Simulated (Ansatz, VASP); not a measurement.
**PbS: VASP beside Ansatz**

INCAR

```
ALGO = Normal
EDIFF = 1E-7
ENCUT = 520
ISIF = 2
ISMEAR = -1
LASPH = T
LCHARG = T
LELF = T
LREAL = F
LVHAR = T
LWAVE = F
NBANDS = 17
NELM = 60
PREC = Accurate
SIGMA = 0.1
```

KPOINTS

```
k-points
0
Gamma
  12 12 12
```

POSCAR

```
PbS
1.0
    0.0000000000      2.6520063939      2.6520063939
    2.6520063939      0.0000000000      2.6520063939
    2.6520063939      2.6520063939      0.0000000000
Pb S
1 1
Direct
    0.0000000000      0.0000000000      0.0000000000
    0.2500000000      0.2500000000      0.2500000000
```

Input for Ansatz:

```yaml
crystal:
  lattice:
    - [0.0, 2.6520063939, 2.6520063939]
    - [2.6520063939, 0.0, 2.6520063939]
    - [2.6520063939, 2.6520063939, 0.0]
  atoms:
    - { symbol: Pb, position: [0.0, 0.0, 0.0] }
    - { symbol: S, position: [0.25, 0.25, 0.25] }
kpoints:
  mp_grid: { grid: [12, 12, 12] }
scf:
  occupations: { method: fermi_dirac, width: 0.1 }
hamiltonian:
  xc: lda
  pseudopotentials: { kind: paw, level: accurate }
output:
  forces: true
  stress: true
  eigenvalues: true
  write_density: true
  write_potential: true
  elf: true
  volumetric_format: npy
```

Alike in both runs: task single point; functional LDA; k mesh 12 × 12 × 12; occupations fermi-dirac, width 0.1 eV; no spin polarisation.

|  | VASP | Ansatz |
| --- | --- | --- |
| version | VASP 6.6.1 | Ansatz 0.2.0 |
| potentials or method | VASP PAW LDA potentials, release 64 (Pb_d, S) | PAW with other files of Ansatz's library (level accurate), scalar-relativistic |
| plane-wave cutoff (eV) | 520 | 700 |
| valence electrons in the cell | 20 | 28 |

Ansatz gave:

```
pressure (GPa) : 77.0
```

**Question.** Estimate VASP's values.

**Answer.** Pressure (GPa): 76.9.

LDA's correlation is that of Perdew and Zunger in VASP and of Perdew and Wang (1992) in Ansatz. Both programs put the cell under a high pressure, so it lies far from rest at this level. VASP's potentials hold 20 valence electrons a cell and Ansatz's 28, so a difference there can come from the potentials and not from the codes. Ansatz's warnings: written density without core change.

Spin-orbit coupling is off throughout. Noted on VASP's run: the cell as given lies far from equilibrium.
